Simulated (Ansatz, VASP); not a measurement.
**One calculation of Si5Cl, two programs**

```
CELL_PARAMETERS angstrom
3.69032 0.00000 0.00000
0.00000 3.69032 0.00000
0.00000 0.00000 8.65162
ATOMIC_POSITIONS crystal
Si 0.00000 0.00000 0.86283
Si 0.00000 0.00000 0.13717
Si 0.00000 0.00000 0.68933
Si 0.00000 0.00000 0.31067
Si 0.00000 0.00000 0.50000
Cl 0.50000 0.50000 0.50000
```

Alike in both runs: task single point; functional PBE; k mesh 6 × 6 × 2; occupations gaussian, width 0.1 eV; no spin polarisation.

|  | VASP | Ansatz |
| --- | --- | --- |
| version | VASP 6.6.1 | Ansatz 0.2.0 |
| potentials or method | VASP PAW PBE potentials, release 64 (Si, Cl), cutoff 520 eV | scalar-relativistic, plane waves, PAW |
| valence electrons in the cell | 27 | 27 |

VASP gave:

| Quantity | Value |
| --- | --- |
| gap on the k mesh at the Fermi level (eV) | none |
| rms of the force components (eV/Å) | 13.981 |

Task: What did Ansatz give for the same quantities?

Result: gap on the k mesh at the Fermi level (eV): none; rms of the force components (eV/Å): 13.952.

Atom by atom the forces differ by 0.052 eV/Å (rms over components). A gap of «none» marks a metal or a gap that the smearing closes. With one functional, cell and mesh, what is left measures potentials, basis and numerics.

The k mesh is coarse, so the values compare programs but aren't converged.
